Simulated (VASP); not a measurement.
# ScAl3 (Pm-3m) in VASP: further runs

The runs below take ScAl3 through relaxation of cell and atoms, with PBE+D3(BJ), RPBE, PBEsol.

Program: VASP 6.6.1. These are calculated values, not measurements. Logs are shortened: lines on timing, memory, paths and dates and some standing lists are left out, and cuts for length are marked.

## 1. The cell of the first run

It takes space group Pm-3m (No. 221, cubic). Conventional cell: a = 4.088 Å, b = 4.088 Å, c = 4.088 Å, α = 90.00°, β = 90.00°, γ = 90.00°. Sc (site symmetry m-3m) has 12 Al at 2.89 Å within 3.8 Å. Within 3.8 Å of Al (site symmetry 4/mmm) lie 4 Sc at 2.89 Å and 8 Al at 2.89 Å.

## 2. Relaxation of cell and atoms, PBE+D3(BJ)

Contents of INCAR:

```
SYSTEM = ScAl3
  PREC = Accurate
  ENCUT = 600
  EDIFF = 1E-6
  ISMEAR = -1
  SIGMA = 0.1
  LREAL = .FALSE.
  LASPH = .TRUE.
  NELM = 80
  ALGO = Normal
  ISIF = 3
  LWAVE = .FALSE.
  LCHARG = .FALSE.
  GGA = PE
  IVDW = 12
  IBRION = 2
  NSW = 60
  EDIFFG = -0.01
```

Contents of KPOINTS:

```
Automatic mesh
0
G
  6 6 6
  0 0 0
```

Contents of POSCAR:

```
ScAl3
1.0
    4.0878070000      0.0000000000      0.0000000000
    0.0000000000      4.0878070000      0.0000000000
    0.0000000000      0.0000000000      4.0878070000
Sc Al
1 3
Direct
    0.0000000000      0.0000000000      0.0000000000
    0.5000000000      0.0000000000      0.5000000000
    0.0000000000      0.5000000000      0.5000000000
    0.5000000000      0.5000000000      0.0000000000
```

Potentials or basis: VASP PAW PBE potentials, release 64 (Sc_sv, Al).

On the command line:

```sh
> cat potpaw_PBE.64/Sc_sv/POTCAR potpaw_PBE.64/Al/POTCAR > POTCAR
> mpirun -np 1 vasp_std > vasp.out
```

OUTCAR:

```text
SYSTEM = ScAl3
   PREC = Accurate
   ENCUT = 600
   EDIFF = 1E-6
   ISMEAR = -1
   LREAL = .FALSE.
   LASPH = .TRUE.
   NELM = 80
   ISIF = 3
   GGA = PE
   IVDW = 12
   IBRION = 2
   NSW = 60
   EDIFFG = -0.01
 IVDW          = 12

 ion  position               nearest neighbor table
   1  0.000  0.000  0.000-   2 2.89   3 2.89   4 2.89   2 2.89   3 2.89   3 2.89   4 2.89   3 2.89
                             2 2.89   4 2.89   2 2.89   4 2.89
   2  0.500  0.000  0.500-   1 2.89   3 2.89   4 2.89   1 2.89   4 2.89   3 2.89   4 2.89   4 2.89
                             1 2.89   3 2.89   1 2.89   3 2.89
   3  0.000  0.500  0.500-   1 2.89   2 2.89   4 2.89   1 2.89   4 2.89   1 2.89   2 2.89   1 2.89
                             2 2.89   4 2.89   4 2.89   2 2.89
   4  0.500  0.500  0.000-   1 2.89   2 2.89   3 2.89   2 2.89   3 2.89   1 2.89   2 2.89   2 2.89
                             1 2.89   3 2.89   3 2.89   1 2.89

  LATTYP: Found a simple cubic cell.
 ALAT       =     4.0878070000

  Lattice vectors:

 A1 = (   4.0878070000,   0.0000000000,   0.0000000000)
 A2 = (   0.0000000000,   4.0878070000,   0.0000000000)
 A3 = (   0.0000000000,   0.0000000000,   4.0878070000)

Analysis of symmetry for initial positions (statically):
=====================================================================
 Subroutine PRICEL returns:
 Original cell was already a primitive cell.

 Routine SETGRP: Setting up the symmetry group for a
 simple cubic supercell.

 Subroutine GETGRP returns: Found 48 space group operations
[... 9 lines left out ...]

 Routine SETGRP: Setting up the symmetry group for a
 simple cubic supercell.

 Subroutine GETGRP returns: Found 48 space group operations
[... 11 lines left out ...]
                                     Primitive cell

  volume of cell :      68.3079

  direct lattice vectors                    reciprocal lattice vectors
     4.087807000  0.000000000  0.000000000     0.244629945  0.000000000  0.000000000
     0.000000000  4.087807000  0.000000000     0.000000000  0.244629945  0.000000000
     0.000000000  0.000000000  4.087807000     0.000000000  0.000000000  0.244629945

  length of vectors
     4.087807000  4.087807000  4.087807000     0.244629945  0.244629945  0.244629945

  position of ions in fractional coordinates (direct lattice)
     0.000000000  0.000000000  0.000000000
     0.500000000  0.000000000  0.500000000
     0.000000000  0.500000000  0.500000000
     0.500000000  0.500000000  0.000000000

  ion indices of the primitive-cell ions
   primitive index   ion index
                 1           1
                 2           2
                 3           3
                 4           4

----------------------------------------------------------------------------------------

 KPOINTS: Automatic mesh

Automatic generation of k-mesh.
 Grid dimensions read from file:
 generate k-points for:    6    6    6

 Generating k-lattice:

  Cartesian coordinates                     Fractional coordinates (reciprocal lattice)
     0.040771657  0.000000000  0.000000000     0.166666667  0.000000000  0.000000000
     0.000000000  0.040771657  0.000000000     0.000000000  0.166666667  0.000000000
     0.000000000  0.000000000  0.040771657     0.000000000  0.000000000  0.166666667

  Length of vectors
     0.040771657  0.040771657  0.040771657

  Shift w.r.t. Gamma in fractional coordinates (k-lattice)
     0.000000000  0.000000000  0.000000000

 Subroutine IBZKPT returns following result:
 ===========================================

 Found     20 irreducible k-points:

 Following reciprocal coordinates:
            Coordinates               Weight
  0.000000  0.000000  0.000000      1.000000
  0.166667  0.000000  0.000000      6.000000
  0.333333  0.000000  0.000000      6.000000
  0.500000  0.000000  0.000000      3.000000
  0.166667  0.166667  0.000000     12.000000
  0.333333  0.166667  0.000000     24.000000
[... 12 lines left out ...]
  0.500000  0.500000  0.333333      6.000000
  0.500000  0.500000  0.500000      1.000000
   k-points           NKPTS =     20   k-points in BZ     NKDIM =     20   number of bands    NBANDS=     14
   number of dos      NEDOS =    301   number of ions     NIONS =      4
   total plane-waves  NPLWV =  46656
   dimension x,y,z NGX =    36 NGY =   36 NGZ =   36
   dimension x,y,z NGXF=    72 NGYF=   72 NGZF=   72
   ions per type =               1   3
   NGX,Y,Z   is equivalent  to a cutoff of  14.64, 14.64, 14.64 a.u.
   NGXF,Y,Z  is equivalent  to a cutoff of  29.28, 29.28, 29.28 a.u.
 SYSTEM =  ScAl3
   PREC   = accura    normal or accurate (medium, high low for compatibility)
   ISTART =      0    job   : 0-new  1-cont  2-samecut
   ICHARG =      2    charge: 1-file 2-atom 10-const
   ISPIN  =      1    spin polarized calculation?
   LNONCOLLINEAR =      F non collinear calculations
   LSORBIT =      F    spin-orbit coupling
   LASPH  =      T    aspherical Exc in radial PAW
   ENCUT  =  600.0 eV  44.10 Ry    6.64 a.u.   8.16  8.16  8.16*2*pi/ulx,y,z
   NELM   =     80;   NELMIN=  2; NELMDL= -5     # of ELM steps
   EDIFF  = 0.1E-05   stopping-criterion for ELM
   LREAL  =      F    real-space projection
   EDIFFG = -.1E-01   stopping-criterion for IOM
   NSW    =     60    number of steps for IOM
   IBRION =      2    ionic relax: 0-MD 1-quasi-New 2-CG
   NFREE  =      1    steps in history (QN), initial steepest desc. (CG)
   ISIF   =      3    stress and relaxation
   ISYM   =      2    0-nonsym 1-usesym 2-fastsym
   POTIM  = 0.5000    time-step for ionic-motion
   TEBEG  =    0.0;   TEEND  =   0.0 temperature during run
   PSTRESS=    0.0 pullay stress
   NELECT =      20.0000    total number of electrons
   NUPDOWN=      -1.0000    fix difference up-down
   EMIN   =  10.00;   EMAX   =-10.00  energy-range for DOS
   EFERMI =   0.00;   METHOD = LEGACY
   ISMEAR =    -1;   SIGMA  =   0.10  broadening in eV -4-tet -1-fermi 0-gaus
   EFERMI_NEDOS =   21; number of points for ismear=-14 and -15
   IALGO  =     38    algorithm
   IMIX   =      4    mixing-type and parameters
     AMIX     =   0.40;   BMIX     =  1.00
     AMIX_MAG =   1.60;   BMIX_MAG =  1.00
  volume/ion in A,a.u.               =      17.08       115.24
  Fermi-wavevector in a.u.,A,eV,Ry     =   1.087079  2.054281 16.078560  1.181741
  Thomas-Fermi vector in A             =   2.223230
   LORBIT       =      0    0 simple, 1 ext, 2 COOP (PROOUT), +10 PAW based schemes
   GGA     = PE    functional components
   LHFCALC =     F    Hartree Fock is set to
   AEXX    =    0.0000 exact exchange contribution
   IVDW    =    12    specifies the selected vdW correction
   LEPSILON=     F    determine dielectric tensor
   LRPA    =     F    only Hartree local field effects (RPA)
 conjugate gradient relaxation of ions
 non-spin polarized calculation
  energy-cutoff  :      600.00
  volume of cell :       68.31
 maximum number of plane-waves:      2301
 NGX is ok and might be reduce to    36
   NGX = 17   NGY = 17   NGZ = 17

--------------------------------------- Ionic step        1  -------------------------------------------

 number of electron      20.0000002 magnetization

 Free energy of the ion-electron system (eV)
  ---------------------------------------------------
  ext. energy  EPLUGINS =         0.00000000
  ---------------------------------------------------
  free energy    TOTEN  =       -19.31147299 eV

  energy without entropy =      -19.26003099  energy(sigma->0) =      -19.28575199

------------------------ aborting loop because EDIFF is reached ----------------------------------------

 Edisp (eV)   -1.51608

 E8    (eV) :    -0.6964

  FORCE on cell =-STRESS in cart. coord.  units (eV):
  Direction    XX          YY          ZZ          XY          YZ          ZX
  --------------------------------------------------------------------------------------
  -------------------------------------------------------------------------------------
  Total      -1.04520    -1.04520    -1.04520     0.00000    -0.00000    -0.00000
  in kB     -24.51545   -24.51545   -24.51545     0.00000    -0.00000    -0.00000
  external pressure =      -24.52 kB  Pullay stress =        0.00 kB

 VOLUME and BASIS-vectors are now :
 -----------------------------------------------------------------------------
  energy-cutoff  :      600.00
  volume of cell :       68.31
      direct lattice vectors                 reciprocal lattice vectors
     4.087807000  0.000000000  0.000000000     0.244629945  0.000000000  0.000000000
     0.000000000  4.087807000  0.000000000     0.000000000  0.244629945  0.000000000
     0.000000000  0.000000000  4.087807000     0.000000000  0.000000000  0.244629945
[... 43 lines left out ...]
 POSITION                                       TOTAL-FORCE (eV/Angst)
 -----------------------------------------------------------------------------------
      0.00000      0.00000      0.00000         0.000000     -0.000000      0.000000
      2.01814     -0.00000      2.01814        -0.000000      0.000000      0.000000
      0.00000      2.01814      2.01814        -0.000000      0.000000      0.000000
      2.01814      2.01814      0.00000        -0.000000      0.000000      0.000000
 -----------------------------------------------------------------------------------
    total drift:                                0.000000     -0.000000     -0.000000

  FREE ENERGIE OF THE ION-ELECTRON SYSTEM (eV)
  ---------------------------------------------------
  free  energy   TOTEN  =       -20.8400391729 eV

  energy  without entropy=      -20.7915423380  energy(sigma->0) =      -20.81579076

--------------------------------------- Ionic step        3  -------------------------------------------

 number of electron      20.0000004 magnetization

 Free energy of the ion-electron system (eV)
  ---------------------------------------------------
  ext. energy  EPLUGINS =         0.00000000
  ---------------------------------------------------
  free energy    TOTEN  =       -19.28176215 eV

  energy without entropy =      -19.23247051  energy(sigma->0) =      -19.25711633

 E-fermi :   7.6203     XC(G=0): -10.5242

 val. band max:        7.3153222582   @ k =   0.3333   0.3333   0.0000
 cond. band min:       7.6209668912   @ k =   0.5000   0.3333   0.1667
 fundamental gap:      0.3056446330
 Fermi energy:         7.6203375593

 k-point     1 :       0.0000    0.0000    0.0000
  band No.  band energies     occupation
      1     -41.3502      2.00000
      2     -20.0651      2.00000
      3     -20.0651      2.00000
      4     -20.0651      2.00000
      5      -2.6505      2.00000
      6       4.8693      2.00000
      7       4.8693      2.00000
      8       5.6975      2.00000
      9       5.6975      2.00000
     10       5.6975      2.00000
     11       8.7889      0.00002
     12       8.8460      0.00001
     13       8.8460      0.00001
     14       8.8460      0.00001

 k-point     2 :       0.1667    0.0000    0.0000
  band No.  band energies     occupation
      1     -41.3498      2.00000
      2     -20.0744      2.00000
      3     -20.0644      2.00000
      4     -20.0644      2.00000
      5      -2.3896      2.00000
      6       3.3173      2.00000
      7       5.0678      2.00000
      8       5.7208      2.00000
      9       5.7208      2.00000
     10       6.6477      1.99988
[... 334 lines left out ...]
 POSITION                                       TOTAL-FORCE (eV/Angst)
 -----------------------------------------------------------------------------------
      0.00000      0.00000      0.00000         0.000000     -0.000000      0.000000
      2.02514     -0.00000      2.02514        -0.000000      0.000000      0.000000
      0.00000      2.02514      2.02514        -0.000000      0.000000      0.000000
      2.02514      2.02514      0.00000        -0.000000      0.000000      0.000000
 -----------------------------------------------------------------------------------
    total drift:                                0.000000     -0.000000     -0.000000

  FREE ENERGIE OF THE ION-ELECTRON SYSTEM (eV)
  ---------------------------------------------------
  free  energy   TOTEN  =       -20.8421482499 eV

  energy  without entropy=      -20.7928566074  energy(sigma->0) =      -20.81750243

 reached required accuracy - stopping structural energy minimisation
```

Wall time 23 s (1 thread of Intel Xeon 6975P-C (Granite Rapids), shared host); peak memory 0.22 GiB.

What came out:

```
Free energy                            : -20.8421 eV
Relaxed volume                         : 16.61 Å³/atom
Relaxed cell                           : a = 4.050 Å, b = 4.050 Å, c = 4.050 Å, α = 90.00°, β = 90.00°, γ = 90.00°
Space group after relaxing (to 0.05 Å) : Pm-3m (No. 221)
Energy gained by relaxing              : 3.6 meV/atom
Ionic steps                            : 3
Pressure after relaxing                : 0.0 GPa
Band gap on the k mesh                 : zero (band 10 reaches 8.55 eV, above the bottom of band 11 at 4.54 eV)
Dispersion energy per atom             : -0.390 eV
```

The path:
| step | energy change (eV) | largest force (eV/Å) | pressure (GPa) | volume (Å³) |
| --- | --- | --- | --- | --- |
| 1 | 0.0000 | 0.0000 | -2.45 | 68.31 |
| 2 | -0.0125 | 0.0000 | 1.00 | 65.76 |
| 3 | -0.0146 | 0.0000 | 0.00 | 66.44 |

Final structure:
```
Sc Al
1.0
     4.05028    0.00000    0.00000
     0.00000    4.05028    0.00000
     0.00000    0.00000    4.05028
Sc Al
1 3
Cartesian
  0.0000 0.0000 0.0000
  2.0251 0.0000 2.0251
  0.0000 2.0251 2.0251
  2.0251 2.0251 0.0000
```

Levels at points of the mesh, in eV from the Fermi level:
```tsv
k point	band 8	band 9	band 10	band 11	band 12	band 13
(0.00, 0.00, 0.00)	-1.92	-1.92	-1.92	1.17	1.23	1.23
(0.50, 0.00, 0.00)	-1.85	-1.63	0.93	0.95	0.95	1.27
(0.50, 0.50, 0.00)	-4.53	-0.65	-0.65	1.12	1.32	2.05
(0.50, 0.50, 0.50)	-4.66	-3.08	-3.08	-3.08	0.93	2.60
```

Caveat: pairwise dispersion overbinds metals, which lowers pressure and volume.

## 3. Relaxation of cell and atoms, RPBE

Contents of INCAR:

```
PREC = Accurate
ENCUT = 600
EDIFF = 1E-6
ISMEAR = -1
SIGMA = 0.1
LREAL = False
LASPH = True
NELM = 60
ALGO = Normal
ISIF = 3
LWAVE = False
LCHARG = False
GGA = RP
IBRION = 2
NSW = 60
EDIFFG = -0.01
```

Contents of KPOINTS:

```
regular mesh
0
Gamma
  6 6 6
```

POSCAR is that of step 2.

Potentials or basis: VASP PAW PBE potentials, release 64 (Sc_sv, Al).

On the command line:

```sh
> cat potpaw_PBE.64/Sc_sv/POTCAR potpaw_PBE.64/Al/POTCAR > POTCAR
> mpirun -np 1 vasp_std > vasp.out
```

Wall time 23 s (1 thread of Intel Xeon 6975P-C (Granite Rapids), shared host); peak memory 0.21 GiB.

It converged, with:

- Free energy: -18.2194 eV
- Relaxed volume: 17.72 Å³/atom
- Relaxed cell: a = 4.138 Å, b = 4.138 Å, c = 4.138 Å, α = 90.00°, β = 90.00°, γ = 90.00°
- Space group after relaxing (to 0.05 Å): Pm-3m (No. 221)
- Energy gained by relaxing: 6.3 meV/atom
- Ionic steps: 3
- Pressure after relaxing: 0.0 GPa
- Band gap on the k mesh: zero (band 10 reaches 7.78 eV, above the bottom of band 11 at 4.10 eV)

Step by step:
```tsv
step	energy change (eV)	largest force (eV/Å)	pressure (GPa)	volume (Å³)
1	0.0000	0.0000	3.25	68.31
2	-0.0222	0.0000	-1.01	71.79
3	-0.0251	0.0000	0.00	70.87
```

Final structure:
```yaml
crystal:
  lattice:
    - [4.13823, 0.00000, 0.00000]
    - [0.00000, 4.13823, 0.00000]
    - [0.00000, 0.00000, 4.13823]
  atoms:
    - { symbol: Sc, position: [0.00000, 0.00000, 0.00000] }
    - { symbol: Al, position: [0.50000, 0.00000, 0.50000] }
    - { symbol: Al, position: [0.00000, 0.50000, 0.50000] }
    - { symbol: Al, position: [0.50000, 0.50000, 0.00000] }
```

Levels at points of the mesh, in eV from the Fermi level:
```csv
k point,band 8,band 9,band 10,band 11,band 12,band 13
"(0.00, 0.00, 0.00)",-1.89,-1.89,-1.89,1.17,1.21,1.21
"(0.50, 0.00, 0.00)",-1.74,-1.48,0.66,0.86,0.86,1.25
"(0.50, 0.50, 0.00)",-4.36,-0.59,-0.59,1.10,1.27,1.95
"(0.50, 0.50, 0.50)",-4.44,-3.03,-3.03,-3.03,0.80,2.47
```

Caveat: the PAW data sets were made with another functional, which shifts forces and pressure a little.

## 4. Relaxation of cell and atoms, PBEsol

Contents of INCAR:

```
ALGO     = Normal         # electronic algorithm
EDIFF    = 1E-6           # SCF threshold, eV
EDIFFG   = -0.01          # ionic threshold
ENCUT    = 600            # plane-wave cutoff, eV
GGA      = PS             # functional
IBRION   = 2              # ionic algorithm
ISIF     = 3              # what is computed and relaxed
ISMEAR   = -1             # smearing method
LASPH    = True           # aspherical terms in the spheres
LCHARG   = False          # write CHGCAR
LREAL    = False          # projectors in reciprocal space
LWAVE    = False          # write WAVECAR
NELM     = 100            # most SCF steps
NSW      = 60             # ionic steps
PREC     = Accurate       # precision mode
SIGMA    = 0.1            # smearing width, eV
```

Contents of KPOINTS:

```
k-points
0
Gamma
  6 6 6
```

POSCAR is that of step 3.

On the command line:

```sh
> cat potpaw_PBE.64/Sc_sv/POTCAR potpaw_PBE.64/Al/POTCAR > POTCAR
> mpirun -np 1 vasp_std > vasp.out
```

It took 20 s on 1 thread of Intel Xeon 6975P-C (Granite Rapids), shared host; peak memory 0.21 GiB.

The run converged. Its results:

```
Free energy                            : -20.7806 eV
Relaxed volume                         : 16.91 Å³/atom
Relaxed cell                           : a = 4.074 Å, b = 4.074 Å, c = 4.074 Å, α = 90.00°, β = 90.00°, γ = 90.00°
Space group after relaxing (to 0.05 Å) : Pm-3m (No. 221)
Energy gained by relaxing              : 0.5 meV/atom
Ionic steps                            : 3
Pressure after relaxing                : 0.0 GPa
Band gap on the k mesh                 : zero (band 10 reaches 8.23 eV, above the bottom of band 11 at 4.34 eV)
```

The path:
```
step  energy change (eV)  largest force (eV/Å)  pressure (GPa)  volume (Å³)
   1              0.0000                0.0000           -0.89        68.31
   2             -0.0017                0.0000            0.35        67.37
   3             -0.0019                0.0000            0.00        67.62
```

Final structure:
```
CELL_PARAMETERS angstrom
4.07413 0.00000 0.00000
0.00000 4.07413 0.00000
0.00000 0.00000 4.07413
ATOMIC_POSITIONS crystal
Sc 0.00000 0.00000 0.00000
Al 0.50000 0.00000 0.50000
Al 0.00000 0.50000 0.50000
Al 0.50000 0.50000 0.00000
```

Levels at points of the mesh, in eV from the Fermi level:
```csv
k point,band 8,band 9,band 10,band 11,band 12,band 13
"(0.00, 0.00, 0.00)",-1.89,-1.89,-1.89,1.14,1.22,1.22
"(0.50, 0.00, 0.00)",-1.81,-1.60,0.85,0.94,0.94,1.26
"(0.50, 0.50, 0.00)",-4.48,-0.63,-0.63,1.13,1.29,2.00
"(0.50, 0.50, 0.50)",-4.59,-3.04,-3.04,-3.04,0.85,2.54
```

Caveat: the PAW data sets were made with another functional, which shifts forces and pressure a little.

## 5. Overview

```tsv
level	gap on the mesh (eV)	pressure (GPa)	relaxed volume (Å³/atom)
PBE+D3(BJ)	none	0.0	16.61
RPBE	none	0.0	17.72
PBEsol	none	0.0	16.91
```

Alike in all rows: task relaxation of cell and atoms; potentials or basis VASP PAW PBE potentials, release 64 (Sc_sv, Al); no spin polarisation; cell relaxed; k mesh 6 × 6 × 6; cutoff (eV) 600; smearing fermi-dirac 0.1 eV.

Caveats: the PAW data sets were made with another functional, which shifts forces and pressure a little (some runs); pairwise dispersion overbinds metals, which lowers pressure and volume (some runs).

Absolute energies hang on the potentials; compare differences alone.
